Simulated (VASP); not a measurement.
The system is Hg2Ru2O7.

```
Hg Ru O
1.0
     0.00000    5.10055    5.10055
     5.10055    0.00000    5.10055
     5.10055    5.10055    0.00000
Hg Ru O
4 4 14
Cartesian
  1.2751 1.2751 1.2751
  1.2751 3.8254 3.8254
  3.8254 3.8254 1.2751
  3.8254 1.2751 3.8254
  6.3757 6.3757 6.3757
  6.3757 3.8254 3.8254
  3.8254 3.8254 6.3757
  3.8254 6.3757 3.8254
  9.6094 7.6508 7.6508
  5.1005 7.0592 5.1005
  5.6922 7.6508 7.6508
  5.1005 3.1419 5.1005
  7.6508 9.6094 7.6508
  5.1005 5.1005 7.0592
  7.6508 5.6922 7.6508
  5.1005 5.1005 3.1419
  3.1419 5.1005 5.1005
  7.6508 7.6508 9.6094
  7.0592 5.1005 5.1005
  7.6508 7.6508 5.6922
  0.0000 0.0000 0.0000
  2.5503 2.5503 2.5503
```

```yaml
Program: VASP 6.6.1
Task: relaxation of cell and atoms
Functional: PBE
Potentials_or_basis: VASP PAW PBE potentials, release 64 (Hg, Ru_pv, O)
Cutoff: 600 eV
k_mesh: 6 × 6 × 6
Occupations: fermi-dirac, width 0.1 eV
Spin: no spin polarisation
```

At the start: pressure 5.6 GPa; volume 12.06 Å³/atom.

Task: How do energy, volume and symmetry change on relaxing?

Result: Over 7 steps the energy falls by 7.3 meV/atom and the volume is 12.48 Å³/atom (+3.4 %); space group Fd-3m (No. 227, to 0.1 Å) before and after.

The path:
| step | energy change (eV) | largest force (eV/Å) | pressure (GPa) | volume (Å³) |
| --- | --- | --- | --- | --- |
| 1 | 0.0000 | 0.0639 | 5.64 | 265.39 |
| 2 | 0.0141 | 0.3592 | -5.36 | 282.05 |
| 3 | -0.1347 | 0.2089 | -0.02 | 273.29 |
| 4 | -0.1347 | 0.2117 | -0.13 | 273.45 |
| 5 | -0.1529 | 0.1163 | -0.10 | 273.93 |
| 6 | -0.1598 | 0.0190 | -0.08 | 274.38 |
| 7 | -0.1600 | 0.0010 | -0.07 | 274.46 |

Final structure:
```yaml
crystal:
  lattice:
    - [0.00000, 5.15805, 5.15805]
    - [5.15805, 0.00000, 5.15805]
    - [5.15805, 5.15805, 0.00000]
  atoms:
    - { symbol: Hg, position: [0.12500, 0.12500, 0.12500] }
    - { symbol: Hg, position: [0.62500, 0.12500, 0.12500] }
    - { symbol: Hg, position: [0.12500, 0.12500, 0.62500] }
    - { symbol: Hg, position: [0.12500, 0.62500, 0.12500] }
    - { symbol: Ru, position: [0.62500, 0.62500, 0.62500] }
    - { symbol: Ru, position: [0.12500, 0.62500, 0.62500] }
    - { symbol: Ru, position: [0.62500, 0.62500, 0.12500] }
    - { symbol: Ru, position: [0.62500, 0.12500, 0.62500] }
    - { symbol: O, position: [0.56006, 0.93994, 0.93994] }
    - { symbol: O, position: [0.68994, 0.31006, 0.68994] }
    - { symbol: O, position: [0.93994, 0.56006, 0.56006] }
    - { symbol: O, position: [0.31006, 0.68994, 0.31006] }
    - { symbol: O, position: [0.93994, 0.56006, 0.93994] }
    - { symbol: O, position: [0.68994, 0.68994, 0.31006] }
    - { symbol: O, position: [0.56006, 0.93994, 0.56006] }
    - { symbol: O, position: [0.31006, 0.31006, 0.68994] }
    - { symbol: O, position: [0.68994, 0.31006, 0.31006] }
    - { symbol: O, position: [0.93994, 0.93994, 0.56006] }
    - { symbol: O, position: [0.31006, 0.68994, 0.68994] }
    - { symbol: O, position: [0.56006, 0.56006, 0.93994] }
    - { symbol: O, position: [0.00000, 0.00000, 0.00000] }
    - { symbol: O, position: [0.25000, 0.25000, 0.25000] }
```
